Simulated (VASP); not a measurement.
Wanted: the native input for a VASP 6.6.1 run.

| Quantity | Value |
| --- | --- |
| Task | single point |
| Functional | PBE0 |
| Potentials or basis | VASP PAW PBE potentials, release 64 (In_d) |
| Cutoff | 520 eV |
| k mesh | 6 × 6 × 6 |
| Occupations | fermi-dirac, width 0.05 eV |
| Spin | no spin polarisation |
| Dipole correction | no |
| Grid for exact exchange (PRECFOCK) | Normal |
| Further INCAR settings | ALGO = Normal; EDIFF = 1e-06; NBANDS = 12 |
| Share of exact exchange | 0.25 |

Crystal: In.

```xyz
1
Lattice="-1.9194 1.9194 1.9194 1.9194 -1.9194 1.9194 1.9194 1.9194 -1.9194" Properties=species:S:1:pos:R:3 pbc="T T T"
In    0.0000    0.0000    0.0000
```

This isn't the form of In at room conditions, which is tetragonal.

The input as run:

POSCAR

```
In
1.0
   -1.9194468732      1.9194468732      1.9194468732
    1.9194468732     -1.9194468732      1.9194468732
    1.9194468732      1.9194468732     -1.9194468732
In
1
Direct
    0.0000000000      0.0000000000      0.0000000000
```

INCAR.step1

```
SYSTEM = In
PREC     = Accurate       ! precision mode
ENCUT    = 520            ! plane-wave cutoff, eV
EDIFF    = 1E-5           ! SCF threshold, eV
ISMEAR   = -1             ! smearing method
SIGMA    = 0.05           ! smearing width, eV
LREAL    = .False.        ! projectors in reciprocal space
LASPH    = .True.         ! aspherical terms in the spheres
NELM     = 60             ! most SCF steps
ALGO     = Normal         ! electronic algorithm
ISIF     = 2              ! what is computed and relaxed
LWAVE    = .True.         ! write WAVECAR
LCHARG   = .False.        ! write CHGCAR
NBANDS   = 12             ! bands
GGA      = PE             ! functional
```

INCAR.step2

```
SYSTEM = In
PREC     = Accurate       ! precision mode
ENCUT    = 520            ! plane-wave cutoff, eV
EDIFF    = 1E-6           ! SCF threshold, eV
ISMEAR   = -1             ! smearing method
SIGMA    = 0.05           ! smearing width, eV
LREAL    = .False.        ! projectors in reciprocal space
LASPH    = .True.         ! aspherical terms in the spheres
NELM     = 60             ! most SCF steps
ALGO     = Normal         ! electronic algorithm
ISIF     = 2              ! what is computed and relaxed
LWAVE    = .False.        ! write WAVECAR
LCHARG   = .False.        ! write CHGCAR
GGA      = PE             ! functional
LHFCALC  = .True.         ! exact exchange
AEXX     = 0.25           ! exact-exchange fraction
PRECFOCK = Normal       
NBANDS   = 12             ! bands
ISTART   = 1
```

KPOINTS

```
regular mesh
0
Gamma
  6 6 6
  0 0 0
```

Potentials or basis: VASP PAW PBE potentials, release 64 (In_d).

Launch:

```bash
$ cat potpaw_PBE.64/In_d/POTCAR > POTCAR
$ cp INCAR.step1 INCAR
$ mpirun -np 1 vasp_std > vasp.out
$ cp INCAR.step2 INCAR
$ mpirun -np 1 vasp_std > vasp.out
```

Results of the run:

```yaml
Pressure: -2.9 GPa
Band_gap_on_the_k_mesh: zero (an odd number of electrons rules out a gap without spin polarisation)
```

Caveat: the k points lie up to 0.39 Å⁻¹ apart, too coarse for converged energies and pressures of a metal; the PAW data sets were made with another functional, which shifts forces and pressure a little; spin-orbit coupling is left out, which moves the levels of the heavy elements.

Run time: 16 min on 1 thread of Intel(R) Xeon(R) Platinum 8259CL CPU @ 2.50GHz (Skylake/Cascade Lake) (shared host), peak memory 0.17 GiB.
